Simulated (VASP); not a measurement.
# BiTe (R-3m) in VASP: single point with PBEsol

Aim: the single point of BiTe with PBEsol.

All numbers are computed with VASP 6.6.1; they aren't measurements. Logs are shortened: lines on timing, memory, paths and dates and some standing lists are left out, and cuts for length are marked.

**1. The cell of the first run**

Symmetry: R-3m, No. 166, trigonal system. The conventional cell has a = 4.864 Å, b = 4.864 Å, c = 9.328 Å, α = 90.00°, β = 90.00°, γ = 120.00°. Within 4.2 Å of Bi (site symmetry -3m) lie 6 Te at 3.21 Å and 6 Bi at 4.19 Å. Within 4.2 Å of Te (site symmetry -3m) lie 6 Bi at 3.21 Å and 6 Te at 4.19 Å.

**2. Single point, PBEsol**

INCAR

```
PREC     = Accurate       # precision mode
ENCUT    = 520            # plane-wave cutoff, eV
EDIFF    = 1E-7           # SCF threshold, eV
ISMEAR   = 0              # smearing method
SIGMA    = 0.15           # smearing width, eV
LREAL    = F              # projectors in reciprocal space
LASPH    = T              # aspherical terms in the spheres
NELM     = 60             # most SCF steps
ALGO     = Normal         # electronic algorithm
ISIF     = 2              # what is computed and relaxed
LWAVE    = F              # write WAVECAR
LCHARG   = T              # write CHGCAR
GGA      = PS             # functional
LELF     = T              # ELF
LVHAR    = T            
NBANDS   = 18             # bands
```

KPOINTS

```
Automatic mesh
0
Gamma
  18 18 18
```

POSCAR

```
BiTe
1.0
    2.4321170278      1.4041834207      3.1093293297
   -2.4321170278      1.4041834207      3.1093293297
    0.0000000000     -2.8083668414      3.1093293297
Bi Te
1 1
Direct
    0.5000000000      0.5000000000      0.5000000000
    0.0000000000      0.0000000000      0.0000000000
```

Potentials or basis: VASP PAW PBE potentials, release 64 (Bi_d, Te).

Started as:

```sh
$ cat potpaw_PBE.64/Bi_d/POTCAR potpaw_PBE.64/Te/POTCAR > POTCAR
$ mpirun -np 1 vasp_std > vasp.out
```

OUTCAR:

```text
PREC = Accurate
   ENCUT = 520
   EDIFF = 1E-7
   ISMEAR = 0
   LREAL = F
   LASPH = T
   NELM = 60
   ISIF = 2
   GGA = PS

 ion  position               nearest neighbor table
   1  0.500  0.500  0.500-   2 3.21   2 3.21   2 3.21   2 3.21   2 3.21   2 3.21
   2  0.000  0.000  0.000-   1 3.21   1 3.21   1 3.21   1 3.21   1 3.21   1 3.21

  LATTYP: Found a trigonal (rhomboedric) cell.
 ALAT       =     4.1898512141
 COS(alpha) =     0.3260902645

  Lattice vectors:

 A1 = (   2.4321170278,   1.4041834207,   3.1093293297)
 A2 = (  -2.4321170278,   1.4041834207,   3.1093293297)
 A3 = (   0.0000000000,  -2.8083668414,   3.1093293297)

Analysis of symmetry for initial positions (statically):
=====================================================================
 Subroutine PRICEL returns:
 Original cell was already a primitive cell.

 Routine SETGRP: Setting up the symmetry group for a
 trigonal (rhombohedral) supercell.

 Subroutine GETGRP returns: Found 12 space group operations
 (whereof 12 operations were pure point group operations)
 out of a pool of 12 trial point group operations.

The static configuration has the point symmetry D_3d.

Analysis of symmetry for dynamics (positions and initial velocities):
=====================================================================
 Subroutine PRICEL returns:
 Original cell was already a primitive cell.

 Routine SETGRP: Setting up the symmetry group for a
 trigonal (rhombohedral) supercell.

 Subroutine GETGRP returns: Found 12 space group operations
 (whereof 12 operations were pure point group operations)
 out of a pool of 12 trial point group operations.

The dynamic configuration has the point symmetry D_3d.

 Subroutine INISYM returns: Found 12 space group operations
 (whereof 12 operations are pure point group operations),
 and found     1 'primitive' translations

----------------------------------------------------------------------------------------

                                     Primitive cell

  volume of cell :      63.7127

  direct lattice vectors                    reciprocal lattice vectors
     2.432117028  1.404183421  3.109329330     0.205582213  0.118692946  0.107204255
    -2.432117028  1.404183421  3.109329330    -0.205582213  0.118692946  0.107204255
[... 74 lines left out ...]
   NGXF,Y,Z  is equivalent  to a cutoff of  25.39, 25.39, 25.39 a.u.
 SYSTEM =  unknown system
   PREC   = accura    normal or accurate (medium, high low for compatibility)
   ISTART =      0    job   : 0-new  1-cont  2-samecut
   ICHARG =      2    charge: 1-file 2-atom 10-const
   ISPIN  =      1    spin polarized calculation?
   LNONCOLLINEAR =      F non collinear calculations
   LSORBIT =      F    spin-orbit coupling
   LASPH  =      T    aspherical Exc in radial PAW
   ENCUT  =  520.0 eV  38.22 Ry    6.18 a.u.   7.79  7.79  7.79*2*pi/ulx,y,z
   NELM   =     60;   NELMIN=  2; NELMDL= -5     # of ELM steps
   EDIFF  = 0.1E-06   stopping-criterion for ELM
   LREAL  =      F    real-space projection
   EDIFFG = 0.1E-05   stopping-criterion for IOM
   NSW    =      0    number of steps for IOM
   IBRION =     -1    ionic relax: 0-MD 1-quasi-New 2-CG
   NFREE  =      0    steps in history (QN), initial steepest desc. (CG)
   ISIF   =      2    stress and relaxation
   ISYM   =      2    0-nonsym 1-usesym 2-fastsym
   POTIM  = 0.5000    time-step for ionic-motion
   TEBEG  =    0.0;   TEEND  =   0.0 temperature during run
   PSTRESS=    0.0 pullay stress
   NELECT =      21.0000    total number of electrons
   NUPDOWN=      -1.0000    fix difference up-down
   EMIN   =  10.00;   EMAX   =-10.00  energy-range for DOS
   EFERMI =   0.00;   METHOD = LEGACY
   ISMEAR =     0;   SIGMA  =   0.15  broadening in eV -4-tet -1-fermi 0-gaus
   EFERMI_NEDOS =   21; number of points for ismear=-14 and -15
   IALGO  =     38    algorithm
   IMIX   =      4    mixing-type and parameters
     AMIX     =   0.40;   BMIX     =  1.00
     AMIX_MAG =   1.60;   BMIX_MAG =  1.00
  volume/ion in A,a.u.               =      31.86       214.98
  Fermi-wavevector in a.u.,A,eV,Ry     =   1.130852  2.137001 17.399493  1.278827
  Thomas-Fermi vector in A             =   2.267550
   LORBIT       =      0    0 simple, 1 ext, 2 COOP (PROOUT), +10 PAW based schemes
   GGA     = PS    functional components
   LHFCALC =     F    Hartree Fock is set to
   AEXX    =    0.0000 exact exchange contribution
   IVDW    =     0    specifies the selected vdW correction
   LEPSILON=     F    determine dielectric tensor
   LRPA    =     F    only Hartree local field effects (RPA)
 non-spin polarized calculation
 Gauss-broadening in eV      SIGMA  =   0.15
  energy-cutoff  :      520.00
  volume of cell :       63.71
 maximum number of plane-waves:      1733
   NGX = 15   NGY = 15   NGZ = 15

 number of electron      21.0000008 magnetization

 Free energy of the ion-electron system (eV)
  ---------------------------------------------------
  ext. energy  EPLUGINS =         0.00000000
  ---------------------------------------------------
  free energy    TOTEN  =        -8.01155857 eV

  energy without entropy =       -7.99859756  energy(sigma->0) =       -8.00507807

 E-fermi :   7.1214     XC(G=0):  -9.9036

 val. band max:        7.1194739394   @ k =  -0.2222   0.2222   0.0000
 cond. band min:       7.1214402158   @ k =  -0.2222   0.4444   0.2222
 fundamental gap:      0.0019662764
 Fermi energy:         7.1214101428

 k-point     1 :       0.0000    0.0000    0.0000
  band No.  band energies     occupation
      1     -15.9919      2.00000
      2     -15.9919      2.00000
      3     -15.9807      2.00000
      4     -15.9807      2.00000
      5     -15.9582      2.00000
      6      -6.6407      2.00000
[... 481 lines left out ...]
      5     -15.9573      2.00000
      6      -6.1133      2.00000
[... 10 lines left out ...]
     17      15.6149      0.00000
     18      16.1407      0.00000

 [... further k-points ...]
[... 5 lines left out ...]
  --------------------------------------------------------------------------------------
  -------------------------------------------------------------------------------------
  Total       -0.3386949     -0.3386949      0.0561912      0.0000000     -0.0000000      0.0000000
  in kB       -8.5171237     -8.5171237      1.4130333      0.0000000     -0.0000000      0.0000000
  external PRESSURE =      -5.2070714 kB  Pullay stress =       0.0000000 kB

 VOLUME and BASIS-vectors are now :
 -----------------------------------------------------------------------------
  energy-cutoff  :      520.00
  volume of cell :       63.71
      direct lattice vectors                 reciprocal lattice vectors
     2.432117028  1.404183421  3.109329330     0.205582213  0.118692946  0.107204255
    -2.432117028  1.404183421  3.109329330    -0.205582213  0.118692946  0.107204255
     0.000000000 -2.808366841  3.109329330     0.000000000 -0.237385892  0.107204255

 POSITION                                       TOTAL-FORCE (eV/Angst)
 -----------------------------------------------------------------------------------
      0.00000      0.00000      4.66399         0.000000      0.000000      0.000000
      0.00000      0.00000      0.00000        -0.000000     -0.000000     -0.000000
 -----------------------------------------------------------------------------------
    total drift:                               -0.000000      0.000000     -0.000000

  FREE ENERGIE OF THE ION-ELECTRON SYSTEM (eV)
  ---------------------------------------------------
  free  energy   TOTEN  =        -8.0115585737 eV

  energy  without entropy=       -7.9985975607  energy(sigma->0) =       -8.00507807
```

Wall time 4.2 min (1 thread of Intel Xeon Platinum 8488C (Sapphire Rapids), shared host); peak memory 0.71 GiB.

Results:

```yaml
Free_energy: -8.0116 eV
Pressure: -0.5 GPa
Band_gap_on_the_k_mesh: zero (an odd number of electrons rules out a gap without spin polarisation)
```

Stress tensor (GPa, compression positive):
```
-0.85  0.00  0.00
 0.00 -0.85  0.00
 0.00  0.00  0.14
```

Caveat: the PAW data sets were made with another functional, which shifts forces and pressure a little; spin-orbit coupling is left out, which moves the levels of the heavy elements; an odd number of electrons without spin polarisation forces a metal; a magnetic or distorted state may lie lower.
